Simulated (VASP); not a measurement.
NaBe5H, 7 atoms in the cell. Symmetry: R3m, No. 160, trigonal system. Conventional cell: a = 4.116 Å, b = 4.116 Å, c = 18.518 Å, α = 90.00°, β = 90.00°, γ = 120.00°. Within 3.3 Å of Na (site symmetry 3m) lie 3 H at 2.45 Å and 9 Be at 3.11 to 3.27 Å. Be (site symmetry 3m) has 7 Be at 1.92 to 2.17 Å within 2.5 Å. Be (site symmetry m) has 8 Be at 2.06 to 2.40 Å within 2.7 Å. Within 2.0 Å of Be (site symmetry 3m) lie 1 H at 1.40 Å and 1 Be at 1.92 Å. Within 1.9 Å of H (site symmetry 3m) lie 1 Be at 1.40 Å. 

| Item | Value |
| --- | --- |
| Program | VASP 6.6.1 |
| Task | single point |
| Functional | PBE |
| Potentials or basis | VASP PAW PBE potentials, release 64 (Na_pv, Be, H) |
| Cutoff | 520 eV |
| k mesh | 12 × 12 × 12 |
| Occupations | gaussian, width 0.1 eV |
| Spin | no spin polarisation |
| Dipole correction | no |
| Further INCAR settings | ALGO = Normal; EDIFF = 1e-06; NBANDS = 18 |

Potentials or basis: VASP PAW PBE potentials, release 64 (Na_pv, Be, H).

Run with:

```console
$ cat potpaw_PBE.64/Na_pv/POTCAR potpaw_PBE.64/Be/POTCAR potpaw_PBE.64/H/POTCAR > POTCAR
$ mpirun -np 1 vasp_std > vasp.out
```

Hardware: 1 thread of Intel(R) Xeon(R) Platinum 8375C CPU @ 2.90GHz (Ice Lake), on a shared host.

Q: Estimate the wall time of this run.

A: It took 10 min on 1 thread of Intel(R) Xeon(R) Platinum 8375C CPU @ 2.90GHz (Ice Lake) (shared host), peak memory 0.52 GiB. Counts: scf iterations 14, k points 189.
